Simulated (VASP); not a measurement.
Here is a VASP 6.6.1 calculation.

File INCAR:

```
ALGO = Normal
EDIFF = 1E-7
ENCUT = 520
GGA = PE
ISIF = 2
ISMEAR = 0
LASPH = True
LCHARG = False
LREAL = False
LWAVE = False
NBANDS = 34
NELM = 100
PREC = Accurate
SIGMA = 0.1
```

Contents of KPOINTS:

```
k-points
0
Gamma
  10 10 10
```

File POSCAR:

```
Cu2B
1.0
    0.0000000000      3.2834654186      3.2834654186
    3.2834654186      0.0000000000      3.2834654186
    3.2834654186      3.2834654186      0.0000000000
Cu B
4 2
Direct
    0.6250000000      0.6250000000      0.6250000000
    0.1250000000      0.6250000000      0.6250000000
    0.6250000000      0.6250000000      0.1250000000
    0.6250000000      0.1250000000      0.6250000000
    0.0000000000      0.0000000000      0.0000000000
    0.2500000000      0.2500000000      0.2500000000
```

Potentials or basis: VASP PAW PBE potentials, release 64 (Cu, B).

Command:

```bash
$ cat potpaw_PBE.64/Cu/POTCAR potpaw_PBE.64/B/POTCAR > POTCAR
$ mpirun -np 1 vasp_std > vasp.out
```

Q: Predict the pressure.

A: 0.3 GPa.

Q: Estimate the band gap on the k mesh.

A: Zero (band 25 reaches 6.74 eV, above the bottom of band 26 at 5.40 eV).
